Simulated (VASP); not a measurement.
Set up this calculation in VASP 6.6.1, as the native input.

| Item | Value |
| --- | --- |
| Task | single point |
| Functional | LDA |
| Potentials or basis | VASP PAW LDA potentials, release 64 (Al) |
| Cutoff | 520 eV |
| k mesh | 20 × 20 × 20 |
| Occupations | gaussian, width 0.15 eV |
| Spin | no spin polarisation |
| Dipole correction | no |
| Further INCAR settings | ALGO = Normal; EDIFF = 1e-07; NBANDS = 8 |

The structure of Al lies in POSCAR:

```
Al
1.0
    0.0000000000      1.9936203000      2.0239800000
    2.0239800000      0.0000000000      2.0239800000
    2.0239800000      1.9936203000      0.0000000000
Al
1
Direct
    0.0000000000      0.0000000000      0.0000000000
```

This cell differs from its parent crystal: strain -0.0150 x Voigt [0, 1, 0, 0, 0, 0].

The input as run:

INCAR

```
PREC = Accurate ; ENCUT = 520
EDIFF = 1E-7 ; ISMEAR = 0
SIGMA = 0.15 ; LREAL = False
LASPH = True ; NELM = 60
ALGO = Normal ; ISIF = 2
LWAVE = False ; LCHARG = True
GGA = CA ; LELF = True
LVHAR = True ; NBANDS = 8
```

KPOINTS

```
Automatic mesh
0
Gamma
  20 20 20
```

Potentials or basis: VASP PAW LDA potentials, release 64 (Al).

Run with:

```sh
$ cat potpaw_LDA.64/Al/POTCAR > POTCAR
$ mpirun -np 1 vasp_std > vasp.out
```

It gave:

The pressure is -2.5 GPa.

Caveat: the cell differs from its parent crystal (strain -0.0150 x Voigt [0, 1, 0, 0, 0, 0]).

Wall time 32 s on 1 thread of Intel Xeon 6975P-C (shared host), peak memory 0.18 GiB.
